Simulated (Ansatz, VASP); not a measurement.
## CoW3 in VASP and in Ansatz

Contents of INCAR:

```
SYSTEM = CoW3
ALGO     = Fast           ! electronic algorithm
EDIFF    = 1E-6           ! SCF threshold, eV
ENCUT    = 520            ! plane-wave cutoff, eV
GGA      = PS             ! functional
ISIF     = 2              ! what is computed and relaxed
ISMEAR   = 0              ! smearing method
LASPH    = .TRUE.         ! aspherical terms in the spheres
LCHARG   = .FALSE.        ! write CHGCAR
LREAL    = .FALSE.        ! projectors in reciprocal space
LWAVE    = .FALSE.        ! write WAVECAR
NBANDS   = 34             ! bands
NELM     = 80             ! most SCF steps
PREC     = Accurate       ! precision mode
SIGMA    = 0.15           ! smearing width, eV
```

The input KPOINTS:

```
k-points
0
G
  12 12 12
  0 0 0
```

POSCAR

```
CoW3
1.0
    3.8582449849      0.0000000000      0.0000000000
    0.0000000000      3.8582449849      0.0000000000
    0.0000000000      0.0000000000      3.8582449849
Co W
1 3
Direct
    0.0000000000      0.0000000000      0.0000000000
    0.0000000000      0.5000000000      0.5362859281
    0.5000000000      0.0000000000      0.5000000000
    0.5000000000      0.5000000000      0.0000000000
```

Input for Ansatz:

```yaml
crystal:
  lattice:
    - [3.8582449849, 0.0, 0.0]
    - [0.0, 3.8582449849, 0.0]
    - [0.0, 0.0, 3.8582449849]
  atoms:
    - { symbol: Co, position: [0.0, 0.0, 0.0] }
    - { symbol: W, position: [0.0, 0.5, 0.5362859281] }
    - { symbol: W, position: [0.5, 0.0, 0.5] }
    - { symbol: W, position: [0.5, 0.5, 0.0] }
basis:
  ecutwfc: 420
kpoints:
  mp_grid: { grid: [12, 12, 12] }
hamiltonian:
  xc: pbesol
scf:
  occupations: { method: gaussian, width: 0.15 }
output:
  forces: true
  stress: true
  eigenvalues: true
```

Alike in both runs: task single point; functional PBEsol; k mesh 12 × 12 × 12; occupations gaussian, width 0.15 eV; no spin polarisation.

|  | VASP | Ansatz |
| --- | --- | --- |
| version | VASP 6.6.1 | Ansatz 0.2.0 |
| potentials or method | VASP PAW PBE potentials, release 64 (Co, W_sv), cutoff 520 eV | scalar-relativistic, plane waves, PAW |
| valence electrons in the cell | 51 | 59 |

|  | VASP | Ansatz | Ansatz less VASP |
| --- | --- | --- | --- |
| gap on the k mesh at the Fermi level (eV) | none | none | - |
| pressure (GPa) | 2.1 | 1.3 | -0.79 |
| traceless stress, the component that is largest in VASP (GPa) | 0.89 | 0.87 | -0.016 |
| rms of the force components (eV/Å) | 0.708 | 0.703 | -0.0050 |

VASP's potentials were made for PBE, not for PBEsol. Atom by atom the forces differ by 0.006 eV/Å (rms over components). A gap of «none» marks a metal or a gap that the smearing closes. VASP's potentials hold 51 valence electrons a cell and Ansatz's 59, so a difference there can come from the potentials and not from the codes.

Spin-orbit coupling is off throughout.
